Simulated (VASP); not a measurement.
# GaSb (F-43m) in VASP: further runs

The runs below take GaSb through single point, with LDA.

Program: VASP 6.6.1. These are calculated values, not measurements. Logs are shortened: lines on timing, memory, paths and dates and some standing lists are left out, and cuts for length are marked.

## (1) The cell of the first run

Symmetry: F-43m, No. 216, cubic system. The conventional cell has a = 6.137 Å, b = 6.137 Å, c = 6.137 Å, α = 90.00°, β = 90.00°, γ = 90.00°. Within 3.5 Å of Ga (site symmetry -43m) lie 4 Sb at 2.66 Å. Within 3.5 Å of Sb (site symmetry -43m) lie 4 Ga at 2.66 Å.

## (2) Single point, LDA

The input, INCAR:

```
PREC = Accurate
ENCUT = 520
EDIFF = 1E-6
ISMEAR = 0
SIGMA = 0.1
LREAL = False
LASPH = True
NELM = 60
ALGO = Normal
ISIF = 2
LWAVE = False
LCHARG = False
GGA = CA
NBANDS = 16
```

The input, KPOINTS:

```
Automatic mesh
0
Gamma
  6 6 6
```

The input, POSCAR:

```
GaSb
1.0
    0.0000000000      3.0686043200      3.0686043200
    3.0686043200      0.0000000000      3.0686043200
    3.0686043200      3.0686043200      0.0000000000
Ga Sb
1 1
Direct
    0.0000000000      0.0000000000      0.0000000000
    0.2500000000      0.2500000000      0.2500000000
```

Potentials or basis: VASP PAW LDA potentials, release 64 (Ga_d, Sb).

Command:

```sh
$ cat potpaw_LDA.64/Ga_d/POTCAR potpaw_LDA.64/Sb/POTCAR > POTCAR
$ mpirun -np 1 vasp_std > vasp.out
```

OUTCAR:

```text
PREC = Accurate
   ENCUT = 520
   EDIFF = 1E-6
   ISMEAR = 0
   LREAL = False
   LASPH = True
   NELM = 60
   ISIF = 2
   GGA = CA

 ion  position               nearest neighbor table
   1  0.000  0.000  0.000-   2 2.66   2 2.66   2 2.66   2 2.66
   2  0.250  0.250  0.250-   1 2.66   1 2.66   1 2.66   1 2.66

  LATTYP: Found a face centered cubic cell.
 ALAT       =     6.1372086400

  Lattice vectors:

 A1 = (   0.0000000000,   3.0686043200,   3.0686043200)
 A2 = (   3.0686043200,   0.0000000000,   3.0686043200)
 A3 = (   3.0686043200,   3.0686043200,   0.0000000000)

Analysis of symmetry for initial positions (statically):
=====================================================================
 Subroutine PRICEL returns:
 Original cell was already a primitive cell.

 Routine SETGRP: Setting up the symmetry group for a
 face centered cubic supercell.

 Subroutine GETGRP returns: Found 24 space group operations
 (whereof 24 operations were pure point group operations)
 out of a pool of 48 trial point group operations.

The static configuration has the point symmetry T_d .

Analysis of symmetry for dynamics (positions and initial velocities):
=====================================================================
 Subroutine PRICEL returns:
 Original cell was already a primitive cell.

 Routine SETGRP: Setting up the symmetry group for a
 face centered cubic supercell.

 Subroutine GETGRP returns: Found 24 space group operations
 (whereof 24 operations were pure point group operations)
 out of a pool of 48 trial point group operations.

The dynamic configuration has the point symmetry T_d .

 Subroutine INISYM returns: Found 24 space group operations
 (whereof 24 operations are pure point group operations),
 and found     1 'primitive' translations

----------------------------------------------------------------------------------------

                                     Primitive cell

  volume of cell :      57.7900

  direct lattice vectors                    reciprocal lattice vectors
     0.000000000  3.068604320  3.068604320    -0.162940525  0.162940525  0.162940525
     3.068604320  0.000000000  3.068604320     0.162940525 -0.162940525  0.162940525
     3.068604320  3.068604320  0.000000000     0.162940525  0.162940525 -0.162940525

  length of vectors
     4.339661847  4.339661847  4.339661847     0.282221269  0.282221269  0.282221269

  position of ions in fractional coordinates (direct lattice)
     0.000000000  0.000000000  0.000000000
     0.250000000  0.250000000  0.250000000

  ion indices of the primitive-cell ions
   primitive index   ion index
                 1           1
                 2           2

----------------------------------------------------------------------------------------

 KPOINTS: Automatic mesh

Automatic generation of k-mesh.
 Grid dimensions read from file:
 generate k-points for:    6    6    6

 Generating k-lattice:

  Cartesian coordinates                     Fractional coordinates (reciprocal lattice)
    -0.027156754  0.027156754  0.027156754     0.166666667  0.000000000  0.000000000
     0.027156754 -0.027156754  0.027156754     0.000000000  0.166666667  0.000000000
     0.027156754  0.027156754 -0.027156754     0.000000000  0.000000000  0.166666667

  Length of vectors
     0.047036878  0.047036878  0.047036878

  Shift w.r.t. Gamma in fractional coordinates (k-lattice)
     0.000000000  0.000000000  0.000000000

 Subroutine IBZKPT returns following result:
 ===========================================

 Found     16 irreducible k-points:

 Following reciprocal coordinates:
            Coordinates               Weight
  0.000000  0.000000  0.000000      1.000000
  0.166667  0.000000  0.000000      8.000000
  0.333333  0.000000  0.000000      8.000000
  0.500000  0.000000  0.000000      4.000000
  0.166667  0.166667  0.000000      6.000000
  0.333333  0.166667  0.000000     24.000000
[... 8 lines left out ...]
 -0.333333  0.333333  0.166667     24.000000
 -0.333333  0.500000  0.166667     12.000000
   k-points           NKPTS =     16   k-points in BZ     NKDIM =     16   number of bands    NBANDS=     16
   number of dos      NEDOS =    301   number of ions     NIONS =      2
   total plane-waves  NPLWV =  32768
   dimension x,y,z NGX =    32 NGY =   32 NGZ =   32
   dimension x,y,z NGXF=    64 NGYF=   64 NGZF=   64
   ions per type =               1   1
   NGX,Y,Z   is equivalent  to a cutoff of  12.26, 12.26, 12.26 a.u.
   NGXF,Y,Z  is equivalent  to a cutoff of  24.52, 24.52, 24.52 a.u.
 SYSTEM =  unknown system
   PREC   = accura    normal or accurate (medium, high low for compatibility)
   ISTART =      0    job   : 0-new  1-cont  2-samecut
   ICHARG =      2    charge: 1-file 2-atom 10-const
   ISPIN  =      1    spin polarized calculation?
   LNONCOLLINEAR =      F non collinear calculations
   LSORBIT =      F    spin-orbit coupling
   LASPH  =      T    aspherical Exc in radial PAW
   ENCUT  =  520.0 eV  38.22 Ry    6.18 a.u.   8.07  8.07  8.07*2*pi/ulx,y,z
   NELM   =     60;   NELMIN=  2; NELMDL= -5     # of ELM steps
   EDIFF  = 0.1E-05   stopping-criterion for ELM
   LREAL  =      F    real-space projection
   EDIFFG = 0.1E-04   stopping-criterion for IOM
   NSW    =      0    number of steps for IOM
   IBRION =     -1    ionic relax: 0-MD 1-quasi-New 2-CG
   NFREE  =      0    steps in history (QN), initial steepest desc. (CG)
   ISIF   =      2    stress and relaxation
   ISYM   =      2    0-nonsym 1-usesym 2-fastsym
   POTIM  = 0.5000    time-step for ionic-motion
   TEBEG  =    0.0;   TEEND  =   0.0 temperature during run
   PSTRESS=    0.0 pullay stress
   NELECT =      18.0000    total number of electrons
   NUPDOWN=      -1.0000    fix difference up-down
   EMIN   =  10.00;   EMAX   =-10.00  energy-range for DOS
   EFERMI =   0.00;   METHOD = LEGACY
   ISMEAR =     0;   SIGMA  =   0.10  broadening in eV -4-tet -1-fermi 0-gaus
   EFERMI_NEDOS =   21; number of points for ismear=-14 and -15
   IALGO  =     38    algorithm
   IMIX   =      4    mixing-type and parameters
     AMIX     =   0.40;   BMIX     =  1.00
     AMIX_MAG =   1.60;   BMIX_MAG =  1.00
  volume/ion in A,a.u.               =      28.89       194.99
  Fermi-wavevector in a.u.,A,eV,Ry     =   1.109723  2.097073 16.755387  1.231486
  Thomas-Fermi vector in A             =   2.246267
   LORBIT       =      0    0 simple, 1 ext, 2 COOP (PROOUT), +10 PAW based schemes
   GGA     = CA    functional components
   LHFCALC =     F    Hartree Fock is set to
   AEXX    =    0.0000 exact exchange contribution
   IVDW    =     0    specifies the selected vdW correction
   LEPSILON=     F    determine dielectric tensor
   LRPA    =     F    only Hartree local field effects (RPA)
 non-spin polarized calculation
 Gauss-broadening in eV      SIGMA  =   0.10
  energy-cutoff  :      520.00
  volume of cell :       57.79
 maximum number of plane-waves:      1588
   NGX = 17   NGY = 17   NGZ = 17

 number of electron      17.9999990 magnetization

 Free energy of the ion-electron system (eV)
  ---------------------------------------------------
  ext. energy  EPLUGINS =         0.00000000
  ---------------------------------------------------
  free energy    TOTEN  =        -8.62679484 eV

  energy without entropy =       -8.62607604  energy(sigma->0) =       -8.62643544

 E-fermi :   4.6208     XC(G=0):  -9.3542

 val. band max:        4.5903625560   @ k =   0.0000   0.0000   0.0000
 cond. band min:       4.8642297396   @ k =   0.5000   0.0000   0.0000
 fundamental gap:      0.2738671836
 Fermi energy:         4.6207945172

 k-point     1 :       0.0000    0.0000    0.0000
  band No.  band energies     occupation
      1     -10.5420      2.00000
      2     -10.5420      2.00000
      3     -10.5420      2.00000
      4     -10.4943      2.00000
      5     -10.4943      2.00000
      6      -6.8627      2.00000
[... 8 lines left out ...]
     15      13.1285      0.00000
     16      13.1285      0.00000

 k-point     2 :       0.1667    0.0000    0.0000
  band No.  band energies     occupation
      1     -10.5486      2.00000
      2     -10.5391      2.00000
      3     -10.5391      2.00000
      4     -10.4946      2.00000
      5     -10.4946      2.00000
      6      -6.5847      2.00000
[... 8 lines left out ...]
     15      12.1381      0.00000
     16      12.1381      0.00000

 k-point     3 :       0.3333    0.0000    0.0000
  band No.  band energies     occupation
      1     -10.5617      2.00000
      2     -10.5339      2.00000
      3     -10.5339      2.00000
      4     -10.4946      2.00000
      5     -10.4946      2.00000
      6      -5.8445      2.00000
[... 8 lines left out ...]
     15      12.6200      0.00000
     16      12.6200      0.00000

 k-point     4 :       0.5000    0.0000    0.0000
  band No.  band energies     occupation
      1     -10.5680      2.00000
      2     -10.5318      2.00000
      3     -10.5318      2.00000
      4     -10.4941      2.00000
      5     -10.4941      2.00000
      6      -5.2650      2.00000
[... 8 lines left out ...]
     15      14.3598      0.00000
     16      14.3599      0.00000
[... 172 lines left out ...]
 k-point    14 :       0.5000    0.3333    0.1667
  band No.  band energies     occupation
      1     -10.5726      2.00000
      2     -10.5282      2.00000
      3     -10.5254      2.00000
      4     -10.4994      2.00000
      5     -10.4930      2.00000
      6      -5.2115      2.00000
[... 8 lines left out ...]
     15      13.4612      0.00000
     16      15.3905      0.00000

 k-point    15 :      -0.3333    0.3333    0.1667
  band No.  band energies     occupation
      1     -10.5756      2.00000
      2     -10.5276      2.00000
      3     -10.5230      2.00000
      4     -10.4987      2.00000
      5     -10.4941      2.00000
      6      -4.6948      2.00000
[... 8 lines left out ...]
     15      14.8696      0.00000
     16      15.0703      0.00000

 k-point    16 :      -0.3333    0.5000    0.1667
  band No.  band energies     occupation
      1     -10.5801      2.00000
      2     -10.5241      2.00000
      3     -10.5198      2.00000
      4     -10.5018      2.00000
      5     -10.4927      2.00000
      6      -4.4206      2.00000
[... 8 lines left out ...]
     15      14.4043      0.00000
     16      15.7294      0.00000

------------------------ aborting loop because EDIFF is reached ----------------------------------------

  FORCE on cell =-STRESS in cart. coord.  units (eV):
  Direction    XX          YY          ZZ          XY          YZ          ZX
  --------------------------------------------------------------------------------------
  -------------------------------------------------------------------------------------
  Total       -0.6914777     -0.6914777     -0.6914777      0.0000000      0.0000000      0.0000000
  in kB      -19.1706156    -19.1706156    -19.1706156      0.0000000      0.0000000      0.0000000
  external PRESSURE =     -19.1706156 kB  Pullay stress =       0.0000000 kB

 VOLUME and BASIS-vectors are now :
 -----------------------------------------------------------------------------
  energy-cutoff  :      520.00
  volume of cell :       57.79
      direct lattice vectors                 reciprocal lattice vectors
     0.000000000  3.068604320  3.068604320    -0.162940525  0.162940525  0.162940525
     3.068604320  0.000000000  3.068604320     0.162940525 -0.162940525  0.162940525
     3.068604320  3.068604320  0.000000000     0.162940525  0.162940525 -0.162940525

 POSITION                                       TOTAL-FORCE (eV/Angst)
 -----------------------------------------------------------------------------------
      0.00000      0.00000      0.00000        -0.000000      0.000000      0.000000
      1.53430      1.53430      1.53430         0.000000     -0.000000     -0.000000
 -----------------------------------------------------------------------------------
    total drift:                                0.000000      0.000000      0.000000

  FREE ENERGIE OF THE ION-ELECTRON SYSTEM (eV)
  ---------------------------------------------------
  free  energy   TOTEN  =        -8.6267948432 eV

  energy  without entropy=       -8.6260760407  energy(sigma->0) =       -8.62643544
```

It took 15 s on 1 thread of Intel Xeon 8259CL, shared host; peak memory 0.16 GiB.

Results:

```yaml
Free_energy: -8.6268 eV
Pressure: -1.9 GPa
Band_gap_on_the_k_mesh: zero (filled and empty bands touch)
```

Levels at points of the mesh, in eV from the Fermi level:
```csv
k point,band 5,band 6,band 7,band 8,band 9,band 10,band 11,band 12,band 13,band 14
"(0.00, 0.00, 0.00)",-15.12,-11.48,-0.22,-0.03,-0.03,-0.03,2.72,2.72,2.72,5.56
"(0.50, 0.00, 0.00)",-15.11,-9.89,-6.39,-1.17,-1.17,0.24,3.68,3.68,6.28,9.10
"(0.50, 0.50, 0.00)",-15.11,-9.07,-6.84,-2.58,-2.58,0.81,1.14,8.48,8.48,9.79
```

Caveat: semilocal functionals underestimate gaps, and a narrow one can read as zero; spin-orbit coupling is left out, which moves the levels of the heavy elements.

## (3) Single point, LDA

This run uses another cell than the first one, of 27.67 Å³/atom.

The input, INCAR:

```
SYSTEM = GaSb
PREC = Accurate
ENCUT = 520
EDIFF = 1E-7
ISMEAR = 0
SIGMA = 0.1
LREAL = .False.
LASPH = .True.
NELM = 60
ALGO = Normal
ISIF = 2
LWAVE = .False.
LCHARG = .False.
GGA = CA
NBANDS = 16
```

The input, KPOINTS:

```
regular mesh
0
Gamma
  16 16 16
  0 0 0
```

The input, POSCAR:

```
GaSb
1.0
    0.0000000000      3.0245489468      3.0245489468
    3.0245489468      0.0000000000      3.0245489468
    3.0245489468      3.0245489468      0.0000000000
Ga Sb
1 1
Direct
    0.0000000000      0.0000000000      0.0000000000
    0.2500000000      0.2500000000      0.2500000000
```

Potentials or basis: VASP PAW LDA potentials, release 64 (Ga_d, Sb).

Command:

```sh
$ cat potpaw_LDA.64/Ga_d/POTCAR potpaw_LDA.64/Sb/POTCAR > POTCAR
$ mpirun -np 1 vasp_std > vasp.out
```

Wall time 98 s (1 thread of Intel Xeon 8259CL, shared host); peak memory 0.26 GiB.

It converged, with:

* Free energy: -8.6745 eV
* Pressure: 0.2 GPa
* Band gap on the k mesh: 0.12 eV

Levels at points of the mesh, in eV from the valence-band top:
```csv
k point,band 6,band 7,band 8,band 9,band 10,band 11,band 12,band 13
"(0.00, 0.00, 0.00)",-11.76,0.00,0.00,0.00,0.12,2.74,2.74,2.74
"(0.50, 0.00, 0.00)",-10.05,-6.57,-1.21,-1.21,0.37,3.72,3.72,6.29
"(0.50, 0.50, 0.00)",-9.17,-7.01,-2.70,-2.70,0.80,1.10,8.80,8.80
```

Caveat: semilocal functionals underestimate gaps, and a narrow one can read as zero; spin-orbit coupling is left out, which moves the levels of the heavy elements. A k mesh can miss the band edges.

## (4) Single point, LDA

This run uses another cell than the first one, of 27.69 Å³/atom.

The input, INCAR:

```
  ALGO = Normal
  EDIFF = 1E-6
  ENCUT = 520
  ISIF = 2
  ISMEAR = -1
  LASPH = T
  LCHARG = F
  LREAL = F
  LWAVE = F
  NBANDS = 16
  NELM = 100
  PREC = Accurate
  SIGMA = 0.15
```

The input, KPOINTS:

```
k-points
0
Gamma
  16 16 16
```

The input, POSCAR:

```
GaSb
1.0
    0.0000000000      3.0251632947      3.0251632947
    3.0251632947      0.0000000000      3.0251632947
    3.0251632947      3.0251632947      0.0000000000
Ga Sb
1 1
Direct
    0.0000000000      0.0000000000      0.0000000000
    0.2500000000      0.2500000000      0.2500000000
```

Command:

```sh
$ cat potpaw_LDA.64/Ga_d/POTCAR potpaw_LDA.64/Sb/POTCAR > POTCAR
$ mpirun -np 1 vasp_std > vasp.out
```

Run time: 1.8 min. Hardware: 1 thread of Intel Xeon 8259CL, shared host; peak memory 0.26 GiB.

Results (log left out):

```
Free energy            : -8.6761 eV
Pressure               : 0.2 GPa
Band gap on the k mesh : 0.12 eV
```

Levels at points of the mesh, in eV from the valence-band top:
```csv
k point,band 5,band 6,band 7,band 8,band 9,band 10,band 11,band 12,band 13,band 14
"(0.00, 0.00, 0.00)",-15.15,-11.75,0.00,0.00,0.00,0.12,2.74,2.74,2.74,5.64
"(0.50, 0.00, 0.00)",-15.15,-10.05,-6.57,-1.21,-1.21,0.37,3.72,3.72,6.29,9.40
"(0.50, 0.50, 0.00)",-15.15,-9.17,-7.00,-2.69,-2.69,0.80,1.10,8.79,8.79,10.19
```

Caveat: the smearing spreads over this small gap; semilocal functionals underestimate gaps, and a narrow one can read as zero; spin-orbit coupling is left out, which moves the levels of the heavy elements. A k mesh can miss the band edges.

## (5) Summary

| cell | k mesh | smearing | gap on the mesh (eV) | pressure (GPa) |
| --- | --- | --- | --- | --- |
| a = 4.340 Å, angles 60.0°, 2 atoms | 6 × 6 × 6 | gaussian 0.1 eV | none | -1.9 |
| a = 4.277 Å, angles 60.0°, 2 atoms | 16 × 16 × 16 | gaussian 0.1 eV | 0.12 | 0.2 |
| a = 4.278 Å, angles 60.0°, 2 atoms | 16 × 16 × 16 | fermi-dirac 0.15 eV | 0.12 | 0.2 |

Alike in all rows: task single point; level LDA; potentials or basis VASP PAW LDA potentials, release 64 (Ga_d, Sb); no spin polarisation; cutoff (eV) 520.

Caveats: semilocal functionals underestimate gaps, and a narrow one can read as zero; spin-orbit coupling is left out, which moves the levels of the heavy elements; the smearing spreads over this small gap (at least some runs).

Absolute energies hang on the potentials; compare differences alone.

The gap in the log of VASP goes by the Fermi energy; the results here count the filled bands.